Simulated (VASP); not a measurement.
BeIr2: single point with PBE

Crystal: BeIr2.

```xyz
6
Lattice="5.3990 0.0000 0.0000 0.0000 3.8964 0.0000 0.0000 0.0000 3.7862" Properties=species:S:1:pos:R:3 pbc="T T T"
Be    0.0000    0.0000    0.0000
Be    2.6995    1.9482    1.8931
Ir    1.3276    1.9474    0.0000
Ir    4.0714    1.9490    0.0000
Ir    4.0270    0.0008    1.8931
Ir    1.3719    3.8956    1.8931
```

- Program: VASP 6.6.1
- Task: single point
- Functional: PBE
- Potentials or basis: VASP PAW PBE potentials, release 64 (Be, Ir)
- Cutoff: 520 eV
- k mesh: 4 × 4 × 6
- Occupations: gaussian, width 0.1 eV
- Spin: no spin polarisation
- Dipole correction: no
- Further INCAR settings: ALGO = Normal; EDIFF = 1e-06; NBANDS = 29

- Pressure: 0.5 GPa
- Largest force: 0.004 eV/Å
- Band gap on the k mesh: zero (bands 20 and 21 overlap by 2.61 eV)

Forces in eV/Å, atoms in the order of the input:
```
Be   0.000  0.000  0.000
Be   0.000  0.000  0.000
Ir  -0.003  0.003  0.000
Ir   0.003 -0.003  0.000
Ir  -0.003 -0.003  0.000
Ir   0.003  0.003  0.000
```

Stress tensor (GPa, compression positive):
```
0.60 0.00 0.00
0.00 0.37 0.00
0.00 0.00 0.48
```

Levels at points of the mesh, in eV from the Fermi level:
```tsv
k point	band 16	band 17	band 18	band 19	band 20	band 21	band 22	band 23	band 24	band 25
(0.00, 0.00, 0.00)	0.57	0.61	0.67	0.89	1.10	1.54	2.38	2.54	2.54	3.72
(0.50, 0.00, 0.00)	-0.93	-0.73	-0.73	0.75	0.75	2.46	2.46	4.56	4.56	5.12
(0.00, 0.50, 0.00)	-2.04	-1.19	-1.19	-0.60	-0.60	-0.31	-0.31	3.18	3.18	4.19
(0.50, 0.50, 0.00)	-1.83	-1.69	-1.69	-1.60	-1.60	-1.45	-1.45	-1.02	-1.02	7.98
(0.00, 0.00, 0.50)	-1.97	-0.96	-0.96	-0.57	-0.57	-0.32	-0.32	3.22	3.22	4.27
(0.50, 0.00, 0.50)	-1.68	-1.65	-1.65	-1.52	-1.52	-1.51	-1.51	-0.76	-0.76	7.94
(0.00, 0.50, 0.50)	-1.30	-1.16	-1.16	0.80	0.80	1.37	1.37	1.49	1.49	2.41
(0.50, 0.50, 0.50)	-1.42	-0.57	-0.57	-0.46	-0.46	-0.13	-0.13	1.21	1.21	3.50
```

Wall time 27 s on 1 thread of Intel(R) Xeon(R) 6975P-C (Granite Rapids), with other jobs on the host, peak memory 0.21 GiB.

Caveat: the k points lie up to 0.40 Å⁻¹ apart, too coarse for converged energies and pressures of a metal; spin-orbit coupling is left out, which moves the levels of the heavy elements.
